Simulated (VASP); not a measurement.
# Ge (Cmmm) in VASP: further runs

Runs on Ge. Level: LDA. Tasks: single point.

Program: VASP 6.6.1. These are calculated values, not measurements. Logs are shortened: lines on timing, memory, paths and dates and some standing lists are left out, and cuts for length are marked.

### Step 1. The cell of the first run

It takes space group Cmmm (No. 65, orthorhombic). The conventional cell has a = 2.737 Å, b = 5.095 Å, c = 2.643 Å, α = 90.00°, β = 90.00°, γ = 90.00°. Within 3.5 Å of Ge (site symmetry mmm) lie 8 Ge at 2.64 to 2.89 Å.

### Step 2. Single point, LDA

Input file INCAR:

```
SYSTEM = Ge
PREC = Accurate
ENCUT = 520
EDIFF = 1E-6
ISMEAR = -1
SIGMA = 0.05
LREAL = .FALSE.
LASPH = .TRUE.
NELM = 100
ALGO = Normal
ISIF = 2
LWAVE = .FALSE.
LCHARG = .TRUE.
GGA = CA
LELF = .TRUE.
LVHAR = .TRUE.
NBANDS = 13
```

Input file KPOINTS:

```
regular mesh
0
G
  11 11 10
  0 0 0
```

Input file POSCAR:

```
Ge
1.0
    1.3686277522     -2.5474293491      0.0000000000
    1.3686277522      2.5474293491      0.0000000000
    0.0000000000      0.0000000000      2.6431496057
Ge
1
Direct
    0.5000000000      0.5000000000      0.0000000000
```

Potentials or basis: VASP PAW LDA potentials, release 64 (Ge_d).

The run is started by

```
> cat potpaw_LDA.64/Ge_d/POTCAR > POTCAR
> mpirun -np 1 vasp_std > vasp.out
```

OUTCAR:

```text
SYSTEM = Ge
   PREC = Accurate
   ENCUT = 520
   EDIFF = 1E-6
   ISMEAR = -1
   LREAL = .FALSE.
   LASPH = .TRUE.
   NELM = 100
   ISIF = 2
   GGA = CA

 ion  position               nearest neighbor table
   1  0.500  0.500  0.000-

  LATTYP: Found a base centered orthorhombic cell.
 ALAT       =     2.7372555044
 B/A-ratio  =     1.8613018368
 C/A-ratio  =     0.9656203454

  Lattice vectors:

 A1 = (   1.3686277522,  -2.5474293491,   0.0000000000)
 A2 = (   1.3686277522,   2.5474293491,   0.0000000000)
 A3 = (   0.0000000000,   0.0000000000,   2.6431496057)

Analysis of symmetry for initial positions (statically):
=====================================================================
 Subroutine PRICEL returns:
 Original cell was already a primitive cell.

 Routine SETGRP: Setting up the symmetry group for a
 base centered orthorhombic supercell.

 Subroutine GETGRP returns: Found  8 space group operations
 (whereof  8 operations were pure point group operations)
 out of a pool of  8 trial point group operations.

The static configuration has the point symmetry D_2h.

Analysis of symmetry for dynamics (positions and initial velocities):
=====================================================================
 Subroutine PRICEL returns:
 Original cell was already a primitive cell.

 Routine SETGRP: Setting up the symmetry group for a
 base centered orthorhombic supercell.

 Subroutine GETGRP returns: Found  8 space group operations
 (whereof  8 operations were pure point group operations)
 out of a pool of  8 trial point group operations.

The dynamic configuration has the point symmetry D_2h.

 Subroutine INISYM returns: Found  8 space group operations
 (whereof  8 operations are pure point group operations),
 and found     1 'primitive' translations

----------------------------------------------------------------------------------------

                                     Primitive cell

  volume of cell :      18.4306

  direct lattice vectors                    reciprocal lattice vectors
     1.368627752 -2.547429349  0.000000000     0.365329432 -0.196276297  0.000000000
     1.368627752  2.547429349  0.000000000     0.365329432  0.196276297  0.000000000
     0.000000000  0.000000000  2.643149606     0.000000000  0.000000000  0.378336511

  length of vectors
     2.891805355  2.891805355  2.643149606     0.414716746  0.414716746  0.378336511

  position of ions in fractional coordinates (direct lattice)
     0.500000000  0.500000000  0.000000000

  ion indices of the primitive-cell ions
   primitive index   ion index
                 1           1

----------------------------------------------------------------------------------------

 KPOINTS: regular mesh

Automatic generation of k-mesh.
 Grid dimensions read from file:
 generate k-points for:   11   11   10

 Generating k-lattice:

  Cartesian coordinates                     Fractional coordinates (reciprocal lattice)
     0.033211767 -0.017843300  0.000000000     0.090909091  0.000000000  0.000000000
     0.033211767  0.017843300  0.000000000     0.000000000  0.090909091  0.000000000
     0.000000000  0.000000000  0.037833651     0.000000000  0.000000000  0.100000000

  Length of vectors
     0.037701522  0.037701522  0.037833651

  Shift w.r.t. Gamma in fractional coordinates (k-lattice)
     0.000000000  0.000000000  0.000000000

 Subroutine IBZKPT returns following result:
 ===========================================

 Found    216 irreducible k-points:

 Following reciprocal coordinates:
            Coordinates               Weight
  0.000000  0.000000  0.000000      1.000000
  0.090909 -0.000000  0.000000      4.000000
  0.181818 -0.000000  0.000000      4.000000
  0.272727  0.000000  0.000000      4.000000
  0.363636  0.000000  0.000000      4.000000
  0.454545 -0.000000  0.000000      4.000000
[... 16 lines left out ...]
 -0.272727  0.181818  0.000000      4.000000
 -0.181818  0.181818  0.000000      2.000000
 [... further k-points ...]
   k-points           NKPTS =    216   k-points in BZ     NKDIM =    216   number of bands    NBANDS=     13
   number of dos      NEDOS =    301   number of ions     NIONS =      1
   total plane-waves  NPLWV =  11520
   dimension x,y,z NGX =    24 NGY =   24 NGZ =   20
   dimension x,y,z NGXF=    48 NGYF=   48 NGZF=   40
   ions per type =               1
   NGX,Y,Z   is equivalent  to a cutoff of  13.80, 13.80, 12.58 a.u.
   NGXF,Y,Z  is equivalent  to a cutoff of  27.59, 27.59, 25.16 a.u.
 SYSTEM =  Ge
   PREC   = accura    normal or accurate (medium, high low for compatibility)
   ISTART =      0    job   : 0-new  1-cont  2-samecut
   ICHARG =      2    charge: 1-file 2-atom 10-const
   ISPIN  =      1    spin polarized calculation?
   LNONCOLLINEAR =      F non collinear calculations
   LSORBIT =      F    spin-orbit coupling
   LASPH  =      T    aspherical Exc in radial PAW
   ENCUT  =  520.0 eV  38.22 Ry    6.18 a.u.   5.38  5.38  4.91*2*pi/ulx,y,z
   NELM   =    100;   NELMIN=  2; NELMDL= -5     # of ELM steps
   EDIFF  = 0.1E-05   stopping-criterion for ELM
   LREAL  =      F    real-space projection
   EDIFFG = 0.1E-04   stopping-criterion for IOM
   NSW    =      0    number of steps for IOM
   IBRION =     -1    ionic relax: 0-MD 1-quasi-New 2-CG
   NFREE  =      0    steps in history (QN), initial steepest desc. (CG)
   ISIF   =      2    stress and relaxation
   ISYM   =      2    0-nonsym 1-usesym 2-fastsym
   POTIM  = 0.5000    time-step for ionic-motion
   TEBEG  =    0.0;   TEEND  =   0.0 temperature during run
   PSTRESS=    0.0 pullay stress
   NELECT =      14.0000    total number of electrons
   NUPDOWN=      -1.0000    fix difference up-down
   EMIN   =  10.00;   EMAX   =-10.00  energy-range for DOS
   EFERMI =   0.00;   METHOD = LEGACY
   ISMEAR =    -1;   SIGMA  =   0.05  broadening in eV -4-tet -1-fermi 0-gaus
   EFERMI_NEDOS =   21; number of points for ismear=-14 and -15
   IALGO  =     38    algorithm
   IMIX   =      4    mixing-type and parameters
     AMIX     =   0.40;   BMIX     =  1.00
     AMIX_MAG =   1.60;   BMIX_MAG =  1.00
  volume/ion in A,a.u.               =      18.43       124.38
  Fermi-wavevector in a.u.,A,eV,Ry     =   1.493727  2.822734 30.357577  2.231219
  Thomas-Fermi vector in A             =   2.606090
   LORBIT       =      0    0 simple, 1 ext, 2 COOP (PROOUT), +10 PAW based schemes
   GGA     = CA    functional components
   LHFCALC =     F    Hartree Fock is set to
   AEXX    =    0.0000 exact exchange contribution
   IVDW    =     0    specifies the selected vdW correction
   LEPSILON=     F    determine dielectric tensor
   LRPA    =     F    only Hartree local field effects (RPA)
 non-spin polarized calculation
  energy-cutoff  :      520.00
  volume of cell :       18.43
 maximum number of plane-waves:       510
 NGX is ok and might be reduce to    24
   NGX = 11   NGY = 11   NGZ =  9

 number of electron      13.9999990 magnetization

 Free energy of the ion-electron system (eV)
  ---------------------------------------------------
  ext. energy  EPLUGINS =         0.00000000
  ---------------------------------------------------
  free energy    TOTEN  =        -4.98902360 eV

  energy without entropy =       -4.98536373  energy(sigma->0) =       -4.98719366

 E-fermi :   6.5654     XC(G=0): -11.6338

 val. band max:        6.5637297827   @ k =   0.1818   0.1818   0.3000
 cond. band min:       6.5661807464   @ k =  -0.4545   0.0909   0.5000
 fundamental gap:      0.0024509637
 Fermi energy:         6.5654352906

 k-point     1 :       0.0000    0.0000    0.0000
  band No.  band energies     occupation
      1     -18.2691      2.00000
      2     -18.1959      2.00000
      3     -18.1356      2.00000
      4     -18.0133      2.00000
      5     -17.9919      2.00000
      6      -6.7736      2.00000
      7      13.5450      0.00000
      8      14.0797      0.00000
      9      15.6837      0.00000
     10      17.1301      0.00000
     11      19.5672      0.00000
     12      22.0988      0.00000
     13      22.2880      0.00000

 k-point     2 :       0.0909   -0.0000    0.0000
  band No.  band energies     occupation
      1     -18.2621      2.00000
      2     -18.1857      2.00000
      3     -18.1368      2.00000
      4     -18.0148      2.00000
      5     -17.9967      2.00000
      6      -6.5633      2.00000
      7      13.1724      0.00000
      8      13.7519      0.00000
      9      14.0295      0.00000
     10      17.5944      0.00000
     11      19.2151      0.00000
     12      20.9085      0.00000
     13      23.5726      0.00000

 k-point     3 :       0.1818   -0.0000    0.0000
  band No.  band energies     occupation
      1     -18.2469      2.00000
      2     -18.1668      2.00000
      3     -18.1286      2.00000
      4     -18.0204      2.00000
      5     -18.0079      2.00000
      6      -5.9324      2.00000
      7      10.2647      0.00000
      8      12.5013      0.00000
      9      14.3598      0.00000
     10      16.9342      0.00000
     11      18.8033      0.00000
     12      22.9574      0.00000
     13      26.2378      0.00000

 k-point     4 :       0.2727    0.0000    0.0000
  band No.  band energies     occupation
      1     -18.2359      2.00000
      2     -18.1605      2.00000
      3     -18.0909      2.00000
      4     -18.0338      2.00000
      5     -18.0166      2.00000
      6      -4.8846      2.00000
      7       6.9893      0.00042
      8      11.3945      0.00000
      9      15.3219      0.00000
     10      15.6687      0.00000
     11      19.7172      0.00000
     12      25.6968      0.00000
     13      28.7382      0.00000

 k-point     5 :       0.3636    0.0000    0.0000
  band No.  band energies     occupation
      1     -18.2365      2.00000
      2     -18.1523      2.00000
      3     -18.0493      2.00000
      4     -18.0487      2.00000
      5     -18.0213      2.00000
      6      -3.4451      2.00000
      7       3.9730      2.00000
      8      10.6138      0.00000
      9      14.8067      0.00000
     10      16.5095      0.00000
     11      21.0453      0.00000
     12      26.0396      0.00000
     13      26.9135      0.00000

 k-point     6 :       0.4545   -0.0000    0.0000
  band No.  band energies     occupation
      1     -18.2408      2.00000
      2     -18.1446      2.00000
      3     -18.0588      2.00000
      4     -18.0237      2.00000
      5     -18.0227      2.00000
      6      -1.7962      2.00000
      7       1.5175      2.00000
      8      10.2109      0.00000
      9      14.3790      0.00000
     10      17.5283      0.00000
     11      22.7414      0.00000
     12      24.2589      0.00000
     13      24.8304      0.00000

 k-point     7 :       0.0909    0.0909    0.0000
  band No.  band energies     occupation
      1     -18.2500      2.00000
      2     -18.1533      2.00000
      3     -18.1491      2.00000
      4     -18.0154      2.00000
      5     -18.0091      2.00000
      6      -6.1185      2.00000
      7      11.2849      0.00000
      8      12.8415      0.00000
      9      14.1858      0.00000
     10      18.0451      0.00000
     11      18.1520      0.00000
     12      20.3590      0.00000
     13      27.1022      0.00000
[... 193 lines left out ...]
 k-point    20 :       0.4545    0.1818    0.0000
  band No.  band energies     occupation
      1     -18.2103      2.00000
      2     -18.1404      2.00000
      3     -18.0551      2.00000
      4     -18.0521      2.00000
      5     -18.0312      2.00000
      6      -1.5148      2.00000
      7       2.3366      2.00000
      8       6.0836      1.99987
      9      17.7687      0.00000
     10      19.6507      0.00000
     11      23.0769      0.00000
     12      24.8935      0.00000
     13      25.5577      0.00000

 k-point    21 :      -0.4545    0.1818    0.0000
  band No.  band energies     occupation
      1     -18.2114      2.00000
      2     -18.1548      2.00000
      3     -18.0700      2.00000
      4     -18.0469      2.00000
      5     -18.0237      2.00000
      6      -3.0973      2.00000
      7       4.5712      2.00000
      8       6.5807      0.84881
      9      16.7684      0.00000
     10      20.1158      0.00000
     11      21.5765      0.00000
     12      26.4366      0.00000
     13      26.6511      0.00000

 k-point    22 :      -0.3636    0.1818    0.0000
  band No.  band energies     occupation
      1     -18.2244      2.00000
      2     -18.1753      2.00000
      3     -18.0809      2.00000
      4     -18.0411      2.00000
      5     -18.0112      2.00000
      6      -4.4636      2.00000
      7       6.2391      1.99708
      8       8.6316      0.00000
      9      15.6614      0.00000
     10      19.7857      0.00000
     11      21.1947      0.00000
     12      24.1548      0.00000
     13      27.9910      0.00000

 k-point    23 :      -0.2727    0.1818    0.0000
  band No.  band energies     occupation
      1     -18.2470      2.00000
      2     -18.1856      2.00000
      3     -18.0927      2.00000
      4     -18.0343      2.00000
      5     -17.9999      2.00000
      6      -5.4513      2.00000
      7       7.4821      0.00000
      8      11.7663      0.00000
      9      14.7823      0.00000
     10      18.6681      0.00000
     11      20.0510      0.00000
     12      23.8103      0.00000
     13      28.3920      0.00000

 k-point    24 :      -0.1818    0.1818    0.0000
  band No.  band energies     occupation
      1     -18.2583      2.00000
      2     -18.1920      2.00000
      3     -18.1057      2.00000
      4     -18.0275      2.00000
      5     -17.9947      2.00000
      6      -6.0299      2.00000
      7       8.9424      0.00000
      8      14.1434      0.00000
      9      14.2489      0.00000
     10      17.5639      0.00000
     11      19.2124      0.00000
     12      25.0753      0.00000
     13      25.2752      0.00000

 [... further k-points ...]
[... 5 lines left out ...]
  --------------------------------------------------------------------------------------
  -------------------------------------------------------------------------------------
  Total       -0.0282233     -0.4149025     -0.1838905      0.0000000      0.0000000      0.0000000
  in kB       -2.4534613    -36.0676160    -15.9856609      0.0000000      0.0000000      0.0000000
  external PRESSURE =     -18.1689128 kB  Pullay stress =       0.0000000 kB

 VOLUME and BASIS-vectors are now :
 -----------------------------------------------------------------------------
  energy-cutoff  :      520.00
  volume of cell :       18.43
      direct lattice vectors                 reciprocal lattice vectors
     1.368627752 -2.547429349  0.000000000     0.365329432 -0.196276297  0.000000000
     1.368627752  2.547429349  0.000000000     0.365329432  0.196276297  0.000000000
     0.000000000  0.000000000  2.643149606     0.000000000  0.000000000  0.378336511

 POSITION                                       TOTAL-FORCE (eV/Angst)
 -----------------------------------------------------------------------------------
      1.36863      0.00000      0.00000         0.000000      0.000000      0.000000
 -----------------------------------------------------------------------------------
    total drift:                               -0.000000     -0.000000     -0.000000

  FREE ENERGIE OF THE ION-ELECTRON SYSTEM (eV)
  ---------------------------------------------------
  free  energy   TOTEN  =        -4.9890235987 eV

  energy  without entropy=       -4.9853637264  energy(sigma->0) =       -4.98719366
```

Wall time 12 s (1 thread of Intel Xeon 6975P-C (Granite Rapids), shared host); peak memory 0.16 GiB.

What came out:

```yaml
Free_energy: -4.9890 eV
Pressure: -1.8 GPa
Band_gap_on_the_k_mesh: zero (band 7 reaches 13.54 eV, above the bottom of band 8 at 4.01 eV)
```

### Step 3. Single point, LDA

This run uses another cell than the first one, of 18.82 Å³/atom, 1.021 times its volume.

Input file INCAR:

```
SYSTEM = Ge
PREC     = Accurate       ! precision mode
ENCUT    = 520            ! plane-wave cutoff, eV
EDIFF    = 1E-6           ! SCF threshold, eV
ISMEAR   = -1             ! smearing method
SIGMA    = 0.05           ! smearing width, eV
LREAL    = .FALSE.        ! projectors in reciprocal space
LASPH    = .TRUE.         ! aspherical terms in the spheres
NELM     = 60             ! most SCF steps
ALGO     = Normal         ! electronic algorithm
ISIF     = 2              ! what is computed and relaxed
LWAVE    = .FALSE.        ! write WAVECAR
LCHARG   = .FALSE.        ! write CHGCAR
GGA      = CA             ! functional
NBANDS   = 13             ! bands
```

KPOINTS is that of step 2.

Input file POSCAR:

```
Ge
1.0
    1.3782662934     -2.5653695835      0.0000000000
    1.3782662934      2.5653695835      0.0000000000
    0.0000000000      0.0000000000      2.6617639486
Ge
1
Direct
    0.5000000000      0.5000000000      0.0000000000
```

Potentials or basis: VASP PAW LDA potentials, release 64 (Ge_d).

The run is started by

```
> cat potpaw_LDA.64/Ge_d/POTCAR > POTCAR
> mpirun -np 1 vasp_std > vasp.out
```

OUTCAR:

```text
SYSTEM = Ge
   PREC = Accurate
   ENCUT = 520
   EDIFF = 1E-6
   ISMEAR = -1
   LREAL = .FALSE.
   LASPH = .TRUE.
   NELM = 60
   ISIF = 2
   GGA = CA

 ion  position               nearest neighbor table
   1  0.500  0.500  0.000-

  LATTYP: Found a base centered orthorhombic cell.
 ALAT       =     2.7565325868
 B/A-ratio  =     1.8613018368
 C/A-ratio  =     0.9656203454

  Lattice vectors:

 A1 = (   1.3782662934,  -2.5653695835,   0.0000000000)
 A2 = (   1.3782662934,   2.5653695835,   0.0000000000)
[... 565 lines left out ...]
 [... further k-points ...]

------------------------ aborting loop because EDIFF is reached ----------------------------------------

  FORCE on cell =-STRESS in cart. coord.  units (eV):
  Direction    XX          YY          ZZ          XY          YZ          ZX
  --------------------------------------------------------------------------------------
  -------------------------------------------------------------------------------------
  Total       -0.2086391     -0.5919681     -0.3514802     -0.0000000      0.0000000      0.0000000
  in kB      -17.7592141    -50.3878985    -29.9177460     -0.0000000      0.0000000      0.0000000
  external PRESSURE =     -32.6882862 kB  Pullay stress =       0.0000000 kB

 VOLUME and BASIS-vectors are now :
 -----------------------------------------------------------------------------
  energy-cutoff  :      520.00
  volume of cell :       18.82
      direct lattice vectors                 reciprocal lattice vectors
     1.378266293 -2.565369583  0.000000000     0.362774598 -0.194903691  0.000000000
     1.378266293  2.565369583  0.000000000     0.362774598  0.194903691  0.000000000
     0.000000000  0.000000000  2.661763949     0.000000000  0.000000000  0.375690715

 POSITION                                       TOTAL-FORCE (eV/Angst)
 -----------------------------------------------------------------------------------
      1.37827      0.00000      0.00000        -0.000000     -0.000000      0.000000
 -----------------------------------------------------------------------------------
    total drift:                               -0.000000     -0.000000     -0.000000

  FREE ENERGIE OF THE ION-ELECTRON SYSTEM (eV)
  ---------------------------------------------------
  free  energy   TOTEN  =        -4.9833007150 eV

  energy  without entropy=       -4.9795561871  energy(sigma->0) =       -4.98142845
```

Wall time 14 s (1 thread of Intel Xeon 6975P-C (Granite Rapids), shared host); peak memory 0.16 GiB.

What came out:

* Free energy: -4.9833 eV
* Pressure: -3.3 GPa
* Band gap on the k mesh: zero (band 7 reaches 13.20 eV, above the bottom of band 8 at 3.85 eV)

Stress tensor (GPa, compression positive):
```
-1.78  0.00  0.00
 0.00 -5.04  0.00
 0.00  0.00 -2.99
```

Levels at points of the mesh, in eV from the Fermi level:
```
           k point  band 5  band 6  band 7  band 8  band 9  band 10
(0.00, 0.00, 0.00)  -24.55  -13.16    6.86    7.36    8.93    10.47
(0.00, 0.00, 0.50)  -24.59   -9.23   -5.86   10.30   11.87    16.49
```
